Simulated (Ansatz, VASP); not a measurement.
## C in VASP and in Ansatz

```
CELL_PARAMETERS angstrom
0.00000 2.12700 3.39822
1.22800 0.00000 3.39822
1.22800 2.12700 0.00000
ATOMIC_POSITIONS crystal
C 0.16667 0.83333 0.16667
C 0.83333 0.16667 0.83333
```

Change from the starting cell: strain +0.000 along x and y, +0.015 along z, atoms carried along.

Alike in both runs: task single point; functional LDA; k mesh 14 × 14 × 14; occupations gaussian, width 0.05 eV; no spin polarisation.

|  | VASP | Ansatz |
| --- | --- | --- |
| version | VASP 6.6.1 | Ansatz 0.2.0 |
| potentials or method | VASP PAW LDA potentials, release 64 (C), cutoff 520 eV | scalar-relativistic, plane waves, PAW |
| valence electrons in the cell | 8 | 8 |

|  | VASP | Ansatz | Ansatz less VASP |
| --- | --- | --- | --- |
| gap on the k mesh at the Fermi level (eV) | 0.39 | 0.39 | +0.002 |
| least direct gap on the mesh (eV) | 0.48 | 0.49 | +0.002 |
| pressure (GPa) | -3.1 | -3.9 | -0.79 |
| traceless stress, the component that is largest in VASP (GPa) | 2.78 | 3.69 | +0.909 |
| rms of the force components (eV/Å) | 0.018 | 0.018 | 0.0000 |

LDA's correlation is that of Perdew and Zunger in VASP and of Perdew and Wang (1992) in Ansatz. Atom by atom the forces differ by 0.000 eV/Å (rms over components).
